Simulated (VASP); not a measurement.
# Ta (Im-3m) in VASP: a series of runs, part 2 of 2

VASP 6.6.1. Earlier steps stand in the parts before.

**3. Single point, PBEsol**

This run uses another cell than the first one, of 17.46 Å³/atom.

File INCAR:

```
PREC = Accurate ; ENCUT = 520
EDIFF = 1E-6 ; ISMEAR = -1
SIGMA = 0.15 ; LREAL = False
LASPH = True ; NELM = 60
ALGO = Normal ; ISIF = 2
LWAVE = False ; LCHARG = True
GGA = PS ; LELF = True
LVHAR = True ; NBANDS = 12
```

File KPOINTS:

```
Automatic mesh
0
Gamma
  20 20 20
```

File POSCAR:

```
Ta
1.0
   -1.6341325629      1.6341325629      1.6341325629
    1.6341325629     -1.6341325629      1.6341325629
    1.6341325629      1.6341325629     -1.6341325629
Ta
1
Direct
    0.0000000000      0.0000000000      0.0000000000
```

Potentials or basis: VASP PAW PBE potentials, release 64 (Ta_pv).

Launch:

```
$ cat potpaw_PBE.64/Ta_pv/POTCAR > POTCAR
$ mpirun -np 1 vasp_std > vasp.out
```

OUTCAR:

```text
PREC = Accurate
   ENCUT = 520
   EDIFF = 1E-6
   ISMEAR = -1
   LREAL = False
   LASPH = True
   NELM = 60
   ISIF = 2
   GGA = PS

 ion  position               nearest neighbor table
   1  0.000  0.000  0.000-

  LATTYP: Found a body centered cubic cell.
 ALAT       =     3.2682651258

  Lattice vectors:

 A1 = (  -1.6341325629,   1.6341325629,   1.6341325629)
 A2 = (   1.6341325629,  -1.6341325629,   1.6341325629)
 A3 = (   1.6341325629,   1.6341325629,  -1.6341325629)

Analysis of symmetry for initial positions (statically):
=====================================================================
 Subroutine PRICEL returns:
 Original cell was already a primitive cell.

 Routine SETGRP: Setting up the symmetry group for a
 body centered cubic supercell.

 Subroutine GETGRP returns: Found 48 space group operations
 (whereof 48 operations were pure point group operations)
 out of a pool of 48 trial point group operations.

The static configuration has the point symmetry O_h .

Analysis of symmetry for dynamics (positions and initial velocities):
=====================================================================
 Subroutine PRICEL returns:
 Original cell was already a primitive cell.

 Routine SETGRP: Setting up the symmetry group for a
 body centered cubic supercell.

 Subroutine GETGRP returns: Found 48 space group operations
 (whereof 48 operations were pure point group operations)
 out of a pool of 48 trial point group operations.

The dynamic configuration has the point symmetry O_h .

 Subroutine INISYM returns: Found 48 space group operations
 (whereof 48 operations are pure point group operations),
 and found     1 'primitive' translations

----------------------------------------------------------------------------------------

                                     Primitive cell
[... 113 lines left out ...]
   LORBIT       =      0    0 simple, 1 ext, 2 COOP (PROOUT), +10 PAW based schemes
   GGA     = PS    functional components
   LHFCALC =     F    Hartree Fock is set to
   AEXX    =    0.0000 exact exchange contribution
   IVDW    =     0    specifies the selected vdW correction
   LEPSILON=     F    determine dielectric tensor
   LRPA    =     F    only Hartree local field effects (RPA)
 non-spin polarized calculation
  energy-cutoff  :      520.00
  volume of cell :       17.46
 maximum number of plane-waves:       484
 NGX is ok and might be reduce to    24
   NGX = 11   NGY = 11   NGZ = 11

 number of electron      11.0000001 magnetization

 Free energy of the ion-electron system (eV)
  ---------------------------------------------------
  ext. energy  EPLUGINS =         0.00000000
  ---------------------------------------------------
  free energy    TOTEN  =       -12.59609164 eV

  energy without entropy =      -12.50433049  energy(sigma->0) =      -12.55021107

 E-fermi :   5.6008     XC(G=0): -12.8895

 val. band max:        5.6006980457   @ k =   0.3500   0.2000   0.0500
 cond. band min:       5.6126200353   @ k =  -0.3500   0.4000   0.0500
 fundamental gap:      0.0119219896
 Fermi energy:         5.6008086970

 k-point     1 :       0.0000    0.0000    0.0000
  band No.  band energies     occupation
      1     -27.3184      2.00000
      2     -27.3184      2.00000
      3     -27.3184      2.00000
      4      -2.4730      2.00000
      5       6.2975      0.01905
      6       6.2975      0.01905
      7       6.2975      0.01905
      8       9.6802      0.00000
      9       9.6802      0.00000
     10      20.3534      0.00000
     11      20.7650      0.00000
     12      20.7650      0.00000
[... 331 lines left out ...]
 k-point    24 :       0.2500    0.1000    0.0000
  band No.  band energies     occupation
      1     -28.2144      2.00000
      2     -27.6120      2.00000
      3     -27.3703      2.00000
      4       0.8045      2.00000
      5       4.6100      1.99730
      6       5.1323      1.91568
      7       8.9523      0.00000
      8      10.3439      0.00000
      9      10.5851      0.00000
     10      20.1491      0.00000
     11      20.3952      0.00000
     12      21.8159      0.00000

 [... further k-points ...]

------------------------ aborting loop because EDIFF is reached ----------------------------------------

  FORCE on cell =-STRESS in cart. coord.  units (eV):
  Direction    XX          YY          ZZ          XY          YZ          ZX
  --------------------------------------------------------------------------------------
  -------------------------------------------------------------------------------------
  Total        0.3503954      0.3503954      0.3503954     -0.0000000     -0.0000000      0.0000000
  in kB       32.1622981     32.1622981     32.1622981     -0.0000000     -0.0000000      0.0000000
  external PRESSURE =      32.1622981 kB  Pullay stress =       0.0000000 kB

 VOLUME and BASIS-vectors are now :
 -----------------------------------------------------------------------------
  energy-cutoff  :      520.00
  volume of cell :       17.46
      direct lattice vectors                 reciprocal lattice vectors
    -1.634132563  1.634132563  1.634132563     0.000000000  0.305972729  0.305972729
     1.634132563 -1.634132563  1.634132563     0.305972729  0.000000000  0.305972729
     1.634132563  1.634132563 -1.634132563     0.305972729  0.305972729  0.000000000

 POSITION                                       TOTAL-FORCE (eV/Angst)
 -----------------------------------------------------------------------------------
      0.00000      0.00000      0.00000         0.000000      0.000000     -0.000000
 -----------------------------------------------------------------------------------
    total drift:                               -0.000000      0.000000      0.000000

  FREE ENERGIE OF THE ION-ELECTRON SYSTEM (eV)
  ---------------------------------------------------
  free  energy   TOTEN  =       -12.5960916442 eV

  energy  without entropy=      -12.5043304892  energy(sigma->0) =      -12.55021107
```

OSZICAR:

```text
N       E                     dE             d eps       ncg     rms          rms(c)
DAV:   1     0.591527200261E+02    0.59153E+02   -0.61046E+03  6152   0.880E+02
DAV:   2    -0.121086509404E+02   -0.71261E+02   -0.69445E+02  6796   0.244E+02
DAV:   3    -0.130789201668E+02   -0.97027E+00   -0.96070E+00  7380   0.269E+01
DAV:   4    -0.130813957406E+02   -0.24756E-02   -0.24754E-02  6828   0.149E+00
DAV:   5    -0.130814032527E+02   -0.75121E-05   -0.75123E-05  7288   0.782E-02    0.146E+01
DAV:   6    -0.127117021623E+02    0.36970E+00   -0.28876E-01  7272   0.569E+00    0.714E+00
DAV:   7    -0.125978085465E+02    0.11389E+00   -0.26102E-01  7156   0.499E+00    0.368E-01
DAV:   8    -0.125961564081E+02    0.16521E-02   -0.65116E-03  6548   0.767E-01    0.151E-01
DAV:   9    -0.125960947459E+02    0.61662E-04   -0.16781E-04  7092   0.139E-01    0.238E-02
DAV:  10    -0.125960917837E+02    0.29621E-05   -0.36464E-06  6804   0.208E-02    0.349E-03
DAV:  11    -0.125960916442E+02    0.13949E-06   -0.10727E-07  3612   0.362E-03
   1 F= -.12596092E+02 E0= -.12550211E+02  d E =-.917612E-01
```

It took 23 s on 1 thread of AMD EPYC 9R45 (Zen 5), shared host; peak memory 0.15 GiB.

What came out:

```yaml
Free_energy: -12.5961 eV
Pressure: 3.2 GPa
Band_gap_on_the_k_mesh: zero (an odd number of electrons rules out a gap without spin polarisation)
```

Caveat: the cell stands under pressure; the PAW data sets were made with another functional, which shifts forces and pressure a little; spin-orbit coupling is left out, which moves the levels of the heavy elements.

**4. Single point, PBEsol**

This run uses another cell than the first one, of 17.70 Å³/atom.

File INCAR:

```
SYSTEM = Ta
PREC = Accurate
ENCUT = 520
EDIFF = 1E-6
ISMEAR = -1
SIGMA = 0.15
LREAL = .False.
LASPH = .True.
NELM = 60
ALGO = Normal
ISIF = 2
LWAVE = .False.
LCHARG = .False.
GGA = PS
NBANDS = 12
```

File KPOINTS:

```
Automatic mesh
0
Gamma
  20 20 20
  0 0 0
```

File POSCAR:

```
Ta
1.0
   -1.6418650284      1.6418650284      1.6418650284
    1.6418650284     -1.6418650284      1.6418650284
    1.6418650284      1.6418650284     -1.6418650284
Ta
1
Direct
    0.0000000000      0.0000000000      0.0000000000
```

Launch:

```
$ cat potpaw_PBE.64/Ta_pv/POTCAR > POTCAR
$ mpirun -np 1 vasp_std > vasp.out
```

Run time: 22 s. Hardware: 1 thread of AMD EPYC 9R45 (Zen 5), shared host; peak memory 0.15 GiB.

Results (log left out):

```
Free energy            : -12.5988 eV
Pressure               : 0.2 GPa
Band gap on the k mesh : zero (an odd number of electrons rules out a gap without spin polarisation)
```

Levels at points of the mesh, in eV from the Fermi level:
| k point | band 4 | band 5 | band 6 | band 7 | band 8 | band 9 |
| --- | --- | --- | --- | --- | --- | --- |
| (0.00, 0.00, 0.00) | -8.02 | 0.70 | 0.70 | 0.70 | 4.03 | 4.03 |
| (0.50, 0.00, 0.00) | -4.49 | -1.63 | 1.67 | 3.92 | 4.97 | 7.96 |
| (0.50, 0.50, 0.50) | -3.94 | -3.94 | 6.96 | 6.96 | 6.96 | 8.79 |

Caveat: the PAW data sets were made with another functional, which shifts forces and pressure a little; spin-orbit coupling is left out, which moves the levels of the heavy elements.

**5. The runs side by side**

```csv
cell,gap on the mesh (eV),pressure (GPa)
"a = 2.825 Å, angles 109.5°, 1 atom",none,4.6
"a = 2.830 Å, angles 109.5°, 1 atom",none,3.2
"a = 2.844 Å, angles 109.5°, 1 atom",none,0.2
```

Alike in all rows: task single point; level PBEsol; potentials or basis VASP PAW PBE potentials, release 64 (Ta_pv); no spin polarisation; k mesh 20 × 20 × 20; cutoff (eV) 520; smearing fermi-dirac 0.15 eV.

Caveats: the PAW data sets were made with another functional, which shifts forces and pressure a little; spin-orbit coupling is left out, which moves the levels of the heavy elements; the cell stands under pressure (at least some runs).

Total energies depend on the potentials used, so only differences within one code and one set of settings carry meaning.
